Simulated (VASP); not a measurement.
TiSi2:

```
CELL_PARAMETERS angstrom
-1.49225 1.73466 4.26751
1.49225 -1.73466 4.26751
1.49225 1.73466 -4.26751
ATOMIC_POSITIONS crystal
Ti 0.00000 0.00000 0.00000
Si 0.67008 0.67008 0.00000
Si 0.32992 0.32992 0.00000
```

Base run:

| Quantity | Value |
| --- | --- |
| Program | VASP 6.6.1 |
| Functional | PBEsol |
| Potentials or basis | VASP PAW PBE potentials, release 64 (Ti_sv, Si) |
| Cutoff | 520 eV |
| k mesh | 12 × 12 × 12 |
| Occupations | fermi-dirac, width 0.05 eV |
| Spin | no spin polarisation |

Its results: band gap on the k mesh zero (band 10 reaches 10.71 eV, above the bottom of band 11 at 8.48 eV); pressure -8.3 GPa; largest force 0.093 eV/Å.

Problem. The run is repeated on the same cell with these changes: functional from PBEsol to PBE; further incar settings from ALGO = Normal; EDIFF = 1e-06; NBANDS = 17 to ALGO = Normal; EDIFF = 1e-07; NBANDS = 17. What comes out?

Solution. Band gap on the k mesh zero (band 10 reaches 10.79 eV, above the bottom of band 11 at 8.57 eV); pressure -4.8 GPa; largest force 0.043 eV/Å.

Caveats: the PAW data sets were made with another functional, which shifts forces and pressure a little (some runs).
